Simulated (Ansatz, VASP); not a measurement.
# Al7GaN8 in VASP and in Ansatz

```
Ga Al N
1.0
     0.00000    0.00000   -5.01168
     3.12229    5.40796    0.00000
     3.12229   -5.40796    0.00000
Ga Al N
1 7 8
Cartesian
  1.5611 -0.9013 0.0038
  3.1197 -3.6068 -0.0037
  3.1249 1.8012 -0.0037
  4.6834 -0.8983 -0.0037
  3.1299 -1.8071 -2.5100
  1.5611 0.9101 -2.5100
  4.6834 0.9013 -2.5127
  3.1146 3.6009 -2.5100
  1.5611 -0.9013 -3.0509
  3.1204 -3.6064 -3.1092
  3.1242 1.8016 -3.1092
  4.6834 -0.8991 -3.1092
  3.1550 -1.8216 -0.6096
  1.5611 0.9391 -0.6096
  4.6834 0.9013 -0.6006
  3.0895 3.5864 -0.6096
```

Alike in both runs: functional PBEsol; k mesh 4 × 6 × 6; occupations gaussian, width 0.1 eV; no spin polarisation.

Ansatz relaxed the structure, and its values are those at the end. VASP's run is a single point on that final structure, the one shown.

```csv
,VASP,Ansatz
version,VASP 6.6.1,Ansatz 0.2.0
potentials or method,"VASP PAW PBE potentials, release 64 (Ga_d, Al, N), cutoff 520 eV","scalar-relativistic, plane waves, PAW"
valence electrons in the cell,74,74
```

Ansatz gave:

| Quantity | Value |
| --- | --- |
| gap on the k mesh at the Fermi level (eV) | 3.76 |
| least direct gap on the mesh (eV) | 3.76 |
| pressure (GPa) | 0.0 |
| rms of the force components (eV/Å) | 0.011 |

Q: Which values does VASP return?

A: gap on the k mesh at the Fermi level (eV): 3.77; least direct gap on the mesh (eV): 3.77; pressure (GPa): -0.1; rms of the force components (eV/Å): 0.012.

VASP's potentials were made for PBE, not for PBEsol.
